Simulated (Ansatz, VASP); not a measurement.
One calculation of LuC, two programs

The input INCAR:

```
PREC = Accurate ; ENCUT = 520
EDIFF = 1E-6 ; ISMEAR = 0
SIGMA = 0.05 ; LREAL = F
LASPH = T ; NELM = 60
ALGO = Normal ; ISIF = 2
LWAVE = F ; LCHARG = F
GGA = PS ; NBANDS = 22
```

Contents of KPOINTS:

```
Automatic mesh
0
Gamma
  10 10 10
```

Contents of POSCAR:

```
LuC
1.0
    2.9783069111      0.0000000000      0.0000000000
    0.0000000000      3.0378730493      0.0000000000
    0.0000000000      0.0000000000      2.9783069111
Lu C
1 1
Direct
    0.0000000000      0.0000000000      0.0000000000
    0.5000000000      0.5000000000      0.5000000000
```

Input for Ansatz:

```yaml
crystal:
  lattice:
    - [2.9783069111, 0.0, 0.0]
    - [0.0, 3.0378730493, 0.0]
    - [0.0, 0.0, 2.9783069111]
  atoms:
    - { symbol: Lu, position: [0.0, 0.0, 0.0] }
    - { symbol: C, position: [0.5, 0.5, 0.5] }
basis:
  ecutwfc: 420
  ecutrho_ratio: 4
kpoints:
  mp_grid: { grid: [10, 10, 10] }
hamiltonian:
  xc: pbesol
scf:
  occupations: { method: gaussian, width: 0.05 }
output:
  forces: true
  stress: true
  eigenvalues: true
```

Change from the starting cell: strain e2 = +0.02, atoms carried along.

Alike in both runs: task single point; functional PBEsol; k mesh 10 × 10 × 10; occupations gaussian, width 0.05 eV; no spin polarisation.

|  | VASP | Ansatz |
| --- | --- | --- |
| version | VASP 6.6.1 | Ansatz 0.2.0 |
| potentials or method | VASP PAW PBE potentials, release 64 (Lu, C), cutoff 520 eV | scalar-relativistic, plane waves, PAW |
| valence electrons in the cell | 29 | 29 |

Ansatz gave:

| Item | Value |
| --- | --- |
| gap on the k mesh at the Fermi level (eV) | none |
| pressure (GPa) | -2.9 |
| traceless stress, the component that is largest in VASP (GPa) | -0.21 |

Problem. Estimate VASP's values.

Solution. gap on the k mesh at the Fermi level (eV): none; pressure (GPa): -2.1; traceless stress, the component that is largest in VASP (GPa): -0.20.

VASP's potentials were made for PBE, not for PBEsol. A gap of «none» marks a metal or a gap that the smearing closes. With one functional, cell and mesh, what is left measures potentials, basis and numerics.

Spin-orbit coupling is off throughout.
